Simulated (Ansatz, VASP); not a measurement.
CdF2 in VASP and in Ansatz

Contents of INCAR:

```
PREC = Accurate
ENCUT = 520
EDIFF = 1E-8
ISMEAR = 0
SIGMA = 0.05
LREAL = False
LASPH = True
NELM = 60
ALGO = Normal
ISIF = 2
LWAVE = False
LCHARG = False
GGA = PS
LEFG = True
NBANDS = 20
```

The input KPOINTS:

```
Automatic mesh
0
Gamma
  12 12 12
```

Contents of POSCAR:

```
CdF2
1.0
    0.0000000000      2.6919147743      2.6919147743
    2.6919147743      0.0000000000      2.6919147743
    2.6919147743      2.6919147743      0.0000000000
Cd F
1 2
Direct
    0.0000000000      0.0000000000      0.0000000000
    0.2500000000      0.2500000000      0.2500000000
    0.7500000000      0.7500000000      0.7500000000
```

Input for Ansatz:

```yaml
crystal:
  lattice:
    - [0.0, 2.6919147743, 2.6919147743]
    - [2.6919147743, 0.0, 2.6919147743]
    - [2.6919147743, 2.6919147743, 0.0]
  atoms:
    - { symbol: Cd, position: [0.0, 0.0, 0.0] }
    - { symbol: F, position: [0.25, 0.25, 0.25] }
    - { symbol: F, position: [0.75, 0.75, 0.75] }
basis:
  ecutwfc: 420
  ecutrho_ratio: 4
kpoints:
  mp_grid: { grid: [12, 12, 12] }
hamiltonian:
  xc: pbesol
scf:
  occupations: { method: gaussian, width: 0.05 }
  n_extra_bands: 25
output:
  forces: true
  stress: true
  eigenvalues: true
  optics: { de: 0.05 }
  efg: {}
```

Alike in both runs: task electric field gradients; functional PBEsol; k mesh 12 × 12 × 12; occupations gaussian, width 0.05 eV; no spin polarisation.

|  | VASP | Ansatz |
| --- | --- | --- |
| version | VASP 6.6.1 | Ansatz 0.2.0 |
| potentials or method | VASP PAW PBE potentials, release 64 (Cd, F), cutoff 520 eV | scalar-relativistic, plane waves, PAW |
| valence electrons in the cell | 26 | 34 |

VASP gave:

```
gap on the k mesh at the Fermi level (eV) : 2.91
least direct gap on the mesh (eV)         : 3.40
pressure (GPa)                            : 0.8
```

Q: Estimate Ansatz's values.

A: gap on the k mesh at the Fermi level (eV): 2.94; least direct gap on the mesh (eV): 3.43; pressure (GPa): 0.0.

VASP's potentials were made for PBE, not for PBEsol. VASP's potentials hold 26 valence electrons a cell and Ansatz's 34, so a difference there can come from the potentials and not from the codes.
